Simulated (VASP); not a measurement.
Wanted: the native input for a VASP 6.6.1 run.

```yaml
Task: single point
Functional: PBEsol
Potentials_or_basis: VASP PAW PBE potentials, release 64 (B, N)
Cutoff: 520 eV
k_mesh: 12 × 12 × 4
Occupations: gaussian, width 0.05 eV
Spin: no spin polarisation
Dipole_correction: no
Further_INCAR_settings: ALGO = Normal; EDIFF = 1e-07; NBANDS = 16
```

The structure of BN lies in POSCAR:

```
BN
1.0
    2.5636964703      0.0000000000      0.0000000000
   -1.2818482352      2.2202262709      0.0000000000
    0.0000000000      0.0000000000      7.0309375698
B N
2 2
Direct
    0.3333333333      0.6666666667      0.2500000000
    0.6666666667      0.3333333333      0.7500000000
    0.3333333333      0.6666666667      0.7500000000
    0.6666666667      0.3333333333      0.2500000000
```

This cell differs from its parent crystal: volume 10.005 Å^3 an atom, c/a of the conventional cell 2.7425.

These files were run (other wordings do the same):

INCAR

```
  PREC = Accurate
  ENCUT = 520
  EDIFF = 1E-7
  ISMEAR = 0
  SIGMA = 0.05
  LREAL = F
  LASPH = T
  NELM = 60
  ALGO = Normal
  ISIF = 2
  LWAVE = F
  LCHARG = F
  GGA = PS
  NBANDS = 16
```

KPOINTS

```
Automatic mesh
0
Gamma
  12 12 4
```

Potentials or basis: VASP PAW PBE potentials, release 64 (B, N).

Launch:

```sh
$ cat potpaw_PBE.64/B/POTCAR potpaw_PBE.64/N/POTCAR > POTCAR
$ mpirun -np 1 vasp_std > vasp.out
```

It gave:

```json
{
 "Pressure": "-14.2 GPa",
 "Band gap on the k mesh": "4.14 eV, indirect (least direct gap 4.42 eV)"
}
```

Caveat: the PAW data sets were made with another functional, which shifts forces and pressure a little; this functional lacks dispersion, which binds the layers, so the pressure and a relaxed spacing across them are unreliable.

Wall time 23 s on 1 thread of Intel(R) Xeon(R) Platinum 8559C (Emerald Rapids), with other jobs on the host, peak memory 0.16 GiB.
